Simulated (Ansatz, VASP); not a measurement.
# Al2O3 in VASP and in Ansatz

```
Al O
1.0
     2.84534    0.00000    0.00000
    -1.42267    2.46414    0.00000
     0.00000    0.00000    9.21057
Al O
2 3
Direct
  0.00000 0.00000 0.85001
  0.00000 0.00000 0.14999
  0.33333 0.66667 0.77768
  0.66667 0.33333 0.00000
  0.33333 0.66667 0.22232
```

Change from the starting cell: volume scaled by 0.96.

Alike in both runs: task single point; functional PBEsol; k mesh 11 × 11 × 3; occupations fermi-dirac, width 0.05 eV; no spin polarisation.

|  | VASP | Ansatz |
| --- | --- | --- |
| version | VASP 6.6.1 | Ansatz 0.2.0 |
| potentials or method | VASP PAW PBE potentials, release 64 (Al, O), cutoff 520 eV | all-electron LAPW, scalar-relativistic |

VASP gave:

| Quantity | Value |
| --- | --- |
| gap on the k mesh at the Fermi level (eV) | 5.10 |
| least direct gap on the mesh (eV) | 5.37 |
| pressure (GPa) | 3.4 |
| traceless stress, the component that is largest in VASP (GPa) | -1.52 |
| rms of the force components (eV/Å) | 0.154 |

Task: Estimate Ansatz's values.

Result: gap on the k mesh at the Fermi level (eV): 5.13; least direct gap on the mesh (eV): 5.40; pressure (GPa): 3.1; traceless stress, the component that is largest in VASP (GPa): -1.20; rms of the force components (eV/Å): 0.176.

VASP's potentials were made for PBE, not for PBEsol. Atom by atom the forces differ by 0.024 eV/Å (rms over components). Ansatz ran all-electron here, and VASP with PAW potentials.
